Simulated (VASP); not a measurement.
# FeCo (Wairauite) (Pm-3m) in VASP: further runs

The runs below take FeCo (Wairauite) through single point, with PBE.

All numbers are computed with VASP 6.6.1; they aren't measurements. Logs are shortened: lines on timing, memory, paths and dates and some standing lists are left out, and cuts for length are marked.

### Step 1. The cell of the first run

The structure is cubic, space group Pm-3m (No. 221). The conventional cell has a = 2.758 Å, b = 2.758 Å, c = 2.758 Å, α = 90.00°, β = 90.00°, γ = 90.00°. Fe (site symmetry m-3m) has 8 Co at 2.39 Å and 6 Fe at 2.76 Å within 3.2 Å. Co (site symmetry m-3m) has 8 Fe at 2.39 Å and 6 Co at 2.76 Å within 3.2 Å.

### Step 2. Single point, PBE

INCAR reads:

```
PREC     = Accurate       # precision mode
ENCUT    = 600            # plane-wave cutoff, eV
EDIFF    = 1E-6           # SCF threshold, eV
ISMEAR   = 0              # smearing method
SIGMA    = 0.05           # smearing width, eV
LREAL    = F              # projectors in reciprocal space
LASPH    = T              # aspherical terms in the spheres
NELM     = 120            # most SCF steps
ALGO     = Normal         # electronic algorithm
ISIF     = 2              # what is computed and relaxed
LWAVE    = F              # write WAVECAR
LCHARG   = F              # write CHGCAR
GGA      = PE             # functional
NBANDS   = 16             # bands
GGA_COMPAT= F
```

KPOINTS reads:

```
Automatic mesh
0
Gamma
  16 16 16
```

POSCAR reads:

```
FeCo
1.0
    2.7584031718      0.0000000000      0.0000000000
    0.0000000000      2.7584031718      0.0000000000
    0.0000000000      0.0000000000      2.7584031718
Fe Co
1 1
Direct
    0.5000000000      0.5000000000      0.5000000000
    0.0000000000      0.0000000000      0.0000000000
```

Potentials or basis: VASP PAW PBE potentials, release 64 (Fe, Co).

Started as:

```sh
cat potpaw_PBE.64/Fe/POTCAR potpaw_PBE.64/Co/POTCAR > POTCAR
mpirun -np 1 vasp_std > vasp.out
```

OUTCAR:

```text
PREC = Accurate
   ENCUT = 600
   EDIFF = 1E-6
   ISMEAR = 0
   LREAL = F
   LASPH = T
   NELM = 120
   ISIF = 2
   GGA = PE

 ion  position               nearest neighbor table
   1  0.500  0.500  0.500-   2 2.39   2 2.39   2 2.39   2 2.39   2 2.39   2 2.39   2 2.39   2 2.39

   2  0.000  0.000  0.000-   1 2.39   1 2.39   1 2.39   1 2.39   1 2.39   1 2.39   1 2.39   1 2.39

  LATTYP: Found a simple cubic cell.
 ALAT       =     2.7584031718

  Lattice vectors:

 A1 = (   2.7584031718,   0.0000000000,   0.0000000000)
 A2 = (   0.0000000000,   2.7584031718,   0.0000000000)
 A3 = (   0.0000000000,   0.0000000000,   2.7584031718)

Analysis of symmetry for initial positions (statically):
=====================================================================
 Subroutine PRICEL returns:
 Original cell was already a primitive cell.

 Routine SETGRP: Setting up the symmetry group for a
 simple cubic supercell.

 Subroutine GETGRP returns: Found 48 space group operations
 (whereof 48 operations were pure point group operations)
 out of a pool of 48 trial point group operations.

The static configuration has the point symmetry O_h .

Analysis of symmetry for dynamics (positions and initial velocities):
=====================================================================
 Subroutine PRICEL returns:
 Original cell was already a primitive cell.

 Routine SETGRP: Setting up the symmetry group for a
 simple cubic supercell.

 Subroutine GETGRP returns: Found 48 space group operations
 (whereof 48 operations were pure point group operations)
 out of a pool of 48 trial point group operations.

The dynamic configuration has the point symmetry O_h .

 Subroutine INISYM returns: Found 48 space group operations
 (whereof 48 operations are pure point group operations),
 and found     1 'primitive' translations

----------------------------------------------------------------------------------------

                                     Primitive cell

  volume of cell :      20.9881

  direct lattice vectors                    reciprocal lattice vectors
     2.758403172  0.000000000  0.000000000     0.362528585  0.000000000  0.000000000
     0.000000000  2.758403172  0.000000000     0.000000000  0.362528585  0.000000000
     0.000000000  0.000000000  2.758403172     0.000000000  0.000000000  0.362528585

  length of vectors
     2.758403172  2.758403172  2.758403172     0.362528585  0.362528585  0.362528585

  position of ions in fractional coordinates (direct lattice)
     0.500000000  0.500000000  0.500000000
     0.000000000  0.000000000  0.000000000

  ion indices of the primitive-cell ions
   primitive index   ion index
                 1           1
                 2           2

----------------------------------------------------------------------------------------

 KPOINTS: Automatic mesh

Automatic generation of k-mesh.
 Grid dimensions read from file:
 generate k-points for:   16   16   16

 Generating k-lattice:

  Cartesian coordinates                     Fractional coordinates (reciprocal lattice)
     0.022658037  0.000000000  0.000000000     0.062500000  0.000000000  0.000000000
     0.000000000  0.022658037  0.000000000     0.000000000  0.062500000  0.000000000
     0.000000000  0.000000000  0.022658037     0.000000000  0.000000000  0.062500000

  Length of vectors
     0.022658037  0.022658037  0.022658037

  Shift w.r.t. Gamma in fractional coordinates (k-lattice)
     0.000000000  0.000000000  0.000000000

 Subroutine IBZKPT returns following result:
 ===========================================

 Found    165 irreducible k-points:

 Following reciprocal coordinates:
            Coordinates               Weight
  0.000000  0.000000  0.000000      1.000000
  0.062500  0.000000  0.000000      6.000000
  0.125000  0.000000  0.000000      6.000000
  0.187500  0.000000  0.000000      6.000000
  0.250000  0.000000  0.000000      6.000000
  0.312500  0.000000  0.000000      6.000000
[... 16 lines left out ...]
  0.437500  0.125000  0.000000     24.000000
  0.500000  0.125000  0.000000     12.000000
 [... further k-points ...]
   k-points           NKPTS =    165   k-points in BZ     NKDIM =    165   number of bands    NBANDS=     16
   number of dos      NEDOS =    301   number of ions     NIONS =      2
   total plane-waves  NPLWV =  13824
   dimension x,y,z NGX =    24 NGY =   24 NGZ =   24
   dimension x,y,z NGXF=    48 NGYF=   48 NGZF=   48
   ions per type =               1   1
   NGX,Y,Z   is equivalent  to a cutoff of  14.46, 14.46, 14.46 a.u.
   NGXF,Y,Z  is equivalent  to a cutoff of  28.93, 28.93, 28.93 a.u.
 SYSTEM =  unknown system
   PREC   = accura    normal or accurate (medium, high low for compatibility)
   ISTART =      0    job   : 0-new  1-cont  2-samecut
   ICHARG =      2    charge: 1-file 2-atom 10-const
   ISPIN  =      1    spin polarized calculation?
   LNONCOLLINEAR =      F non collinear calculations
   LSORBIT =      F    spin-orbit coupling
   LASPH  =      T    aspherical Exc in radial PAW
   ENCUT  =  600.0 eV  44.10 Ry    6.64 a.u.   5.51  5.51  5.51*2*pi/ulx,y,z
   NELM   =    120;   NELMIN=  2; NELMDL= -5     # of ELM steps
   EDIFF  = 0.1E-05   stopping-criterion for ELM
   LREAL  =      F    real-space projection
   EDIFFG = 0.1E-04   stopping-criterion for IOM
   NSW    =      0    number of steps for IOM
   IBRION =     -1    ionic relax: 0-MD 1-quasi-New 2-CG
   NFREE  =      0    steps in history (QN), initial steepest desc. (CG)
   ISIF   =      2    stress and relaxation
   ISYM   =      2    0-nonsym 1-usesym 2-fastsym
   POTIM  = 0.5000    time-step for ionic-motion
   TEBEG  =    0.0;   TEEND  =   0.0 temperature during run
   PSTRESS=    0.0 pullay stress
   NELECT =      17.0000    total number of electrons
   NUPDOWN=      -1.0000    fix difference up-down
   EMIN   =  10.00;   EMAX   =-10.00  energy-range for DOS
   EFERMI =   0.00;   METHOD = LEGACY
   ISMEAR =     0;   SIGMA  =   0.05  broadening in eV -4-tet -1-fermi 0-gaus
   EFERMI_NEDOS =   21; number of points for ismear=-14 and -15
   IALGO  =     38    algorithm
   IMIX   =      4    mixing-type and parameters
     AMIX     =   0.40;   BMIX     =  1.00
     AMIX_MAG =   1.60;   BMIX_MAG =  1.00
  volume/ion in A,a.u.               =      10.49        70.82
  Fermi-wavevector in a.u.,A,eV,Ry     =   1.526043  2.883803 31.685340  2.328807
  Thomas-Fermi vector in A             =   2.634130
   LORBIT       =      0    0 simple, 1 ext, 2 COOP (PROOUT), +10 PAW based schemes
   GGA     = PE    functional components
   LHFCALC =     F    Hartree Fock is set to
   AEXX    =    0.0000 exact exchange contribution
   IVDW    =     0    specifies the selected vdW correction
   LEPSILON=     F    determine dielectric tensor
   LRPA    =     F    only Hartree local field effects (RPA)
 non-spin polarized calculation
 Gauss-broadening in eV      SIGMA  =   0.05
  energy-cutoff  :      600.00
  volume of cell :       20.99
 maximum number of plane-waves:       739
 NGX is ok and might be reduce to    24
   NGX = 11   NGY = 11   NGZ = 11

 number of electron      17.0000000 magnetization

 Free energy of the ion-electron system (eV)
  ---------------------------------------------------
  ext. energy  EPLUGINS =         0.00000000
  ---------------------------------------------------
  free energy    TOTEN  =       -14.32741078 eV

  energy without entropy =      -14.31731292  energy(sigma->0) =      -14.32236185

 E-fermi :   8.6225     XC(G=0): -13.6143

 val. band max:        8.6223864146   @ k =   0.5000   0.3750   0.1875
 cond. band min:       8.6227297026   @ k =   0.5000   0.4375   0.1250
 fundamental gap:      0.0003432880
 Fermi energy:         8.6225152255

 k-point     1 :       0.0000    0.0000    0.0000
  band No.  band energies     occupation
      1      -0.2705      2.00000
      2       4.1638      2.00000
      3       4.1638      2.00000
      4       6.8201      2.00000
      5       6.8201      2.00000
      6       6.8201      2.00000
[... 8 lines left out ...]
     15      25.3334      0.00000
     16      25.3334      0.00000

 k-point     2 :       0.0625    0.0000    0.0000
  band No.  band energies     occupation
      1      -0.1848      2.00000
      2       4.2000      2.00000
      3       4.2029      2.00000
      4       6.8182      2.00000
      5       6.8182      2.00000
      6       6.8439      2.00000
[... 8 lines left out ...]
     15      25.3543      0.00000
     16      25.7780      0.00000

 k-point     3 :       0.1250    0.0000    0.0000
  band No.  band energies     occupation
      1       0.0696      2.00000
      2       4.3012      2.00000
      3       4.3190      2.00000
      4       6.8144      2.00000
      5       6.8144      2.00000
      6       6.9143      2.00000
[... 8 lines left out ...]
     15      25.4182      0.00000
     16      26.6184      0.00000

 k-point     4 :       0.1875    0.0000    0.0000
  band No.  band energies     occupation
      1       0.4838      2.00000
      2       4.4454      2.00000
      3       4.5087      2.00000
      4       6.8154      2.00000
      5       6.8154      2.00000
      6       7.0287      2.00000
[... 8 lines left out ...]
     15      25.5290      0.00000
     16      27.2905      0.00000
[... 324 lines left out ...]
 k-point    22 :       0.3750    0.1250    0.0000
  band No.  band energies     occupation
      1       2.6937      2.00000
      2       4.7359      2.00000
      3       5.4898      2.00000
      4       6.5496      2.00000
      5       6.6104      2.00000
      6       7.2629      2.00000
[... 8 lines left out ...]
     15      25.8483      0.00000
     16      27.0734      0.00000

 k-point    23 :       0.4375    0.1250    0.0000
  band No.  band energies     occupation
      1       3.4009      2.00000
      2       4.4854      2.00000
      3       5.8252      2.00000
      4       6.4389      2.00000
      5       6.6411      2.00000
      6       7.0119      2.00000
[... 8 lines left out ...]
     15      25.6248      0.00000
     16      27.5132      0.00000

 k-point    24 :       0.5000    0.1250    0.0000
  band No.  band energies     occupation
      1       3.9897      2.00000
      2       4.0611      2.00000
      3       6.0997      2.00000
      4       6.2172      2.00000
      5       6.7507      2.00000
      6       6.8461      2.00000
[... 8 lines left out ...]
     15      26.9152      0.00000
     16      27.2104      0.00000

 [... further k-points ...]

------------------------ aborting loop because EDIFF is reached ----------------------------------------

  FORCE on cell =-STRESS in cart. coord.  units (eV):
  Direction    XX          YY          ZZ          XY          YZ          ZX
  --------------------------------------------------------------------------------------
  -------------------------------------------------------------------------------------
  Total       -0.0257369     -0.0257369     -0.0257369      0.0000000      0.0000000     -0.0000000
  in kB       -1.9646901     -1.9646901     -1.9646901      0.0000000      0.0000000     -0.0000000
  external PRESSURE =      -1.9646901 kB  Pullay stress =       0.0000000 kB

 VOLUME and BASIS-vectors are now :
 -----------------------------------------------------------------------------
  energy-cutoff  :      600.00
  volume of cell :       20.99
      direct lattice vectors                 reciprocal lattice vectors
     2.758403172  0.000000000  0.000000000     0.362528585  0.000000000  0.000000000
     0.000000000  2.758403172  0.000000000     0.000000000  0.362528585  0.000000000
     0.000000000  0.000000000  2.758403172     0.000000000  0.000000000  0.362528585

 POSITION                                       TOTAL-FORCE (eV/Angst)
 -----------------------------------------------------------------------------------
      1.37920      1.37920      1.37920         0.000000      0.000000      0.000000
      0.00000      0.00000      0.00000         0.000000      0.000000      0.000000
 -----------------------------------------------------------------------------------
    total drift:                                0.000000      0.000000     -0.000000

  FREE ENERGIE OF THE ION-ELECTRON SYSTEM (eV)
  ---------------------------------------------------
  free  energy   TOTEN  =       -14.3274107827 eV

  energy  without entropy=      -14.3173129152  energy(sigma->0) =      -14.32236185
```

Run time: 88 s. Hardware: 1 thread of Intel Xeon 8259CL, shared host; peak memory 0.2 GiB.

What came out:

| Quantity | Value |
| --- | --- |
| Free energy | -14.3274 eV |
| Pressure | -0.2 GPa |

Caveat: the run has no spin polarisation, though such a crystal can be magnetic. Spin polarisation is off, so any magnetic state and its effect on volume and gap are missing.

### Step 3. Single point, PBE

This run uses another cell than the first one, of 10.52 Å³/atom, 1.002 times its volume.

INCAR reads:

```
  PREC = Accurate
  ENCUT = 600
  EDIFF = 1E-6
  ISMEAR = 0
  SIGMA = 0.05
  LREAL = False
  LASPH = True
  NELM = 120
  ALGO = Normal
  ISIF = 2
  LWAVE = False
  LCHARG = False
  GGA = PE
  NBANDS = 16
  GGA_COMPAT = False
```

KPOINTS is that of step 2.

POSCAR reads:

```
FeCo
1.0
    2.7605023503      0.0000000000      0.0000000000
    0.0000000000      2.7605023503      0.0000000000
    0.0000000000      0.0000000000      2.7605023503
Fe Co
1 1
Direct
    0.5000000000      0.5000000000      0.5000000000
    0.0000000000      0.0000000000      0.0000000000
```

Potentials or basis: VASP PAW PBE potentials, release 64 (Fe, Co).

Started as:

```sh
cat potpaw_PBE.64/Fe/POTCAR potpaw_PBE.64/Co/POTCAR > POTCAR
mpirun -np 1 vasp_std > vasp.out
```

It took 91 s on 1 thread of Intel Xeon 8259CL, shared host; peak memory 0.2 GiB.

The run converged. Its results:

```yaml
Free_energy: -14.3273 eV
Pressure: -0.8 GPa
```

Levels at points of the mesh, in eV from the Fermi level:
| k point | band 4 | band 5 | band 6 | band 7 | band 8 | band 9 | band 10 | band 11 | band 12 | band 13 |
| --- | --- | --- | --- | --- | --- | --- | --- | --- | --- | --- |
| (0.00, 0.00, 0.00) | -1.80 | -1.80 | -1.80 | -0.14 | -0.14 | 0.87 | 0.87 | 0.87 | 10.47 | 10.47 |
| (0.50, 0.00, 0.00) | -2.24 | -1.49 | -1.49 | -1.18 | -1.18 | -0.72 | -0.26 | 0.77 | 1.33 | 17.99 |
| (0.50, 0.50, 0.00) | -3.00 | -0.26 | -0.16 | -0.08 | 0.35 | 0.48 | 0.48 | 1.15 | 1.15 | 8.10 |
| (0.50, 0.50, 0.50) | -2.92 | -2.92 | -2.92 | -0.12 | -0.12 | 0.39 | 0.39 | 9.20 | 9.20 | 9.20 |

Caveat: the run has no spin polarisation, though such a crystal can be magnetic. Spin polarisation is off, so any magnetic state and its effect on volume and gap are missing.
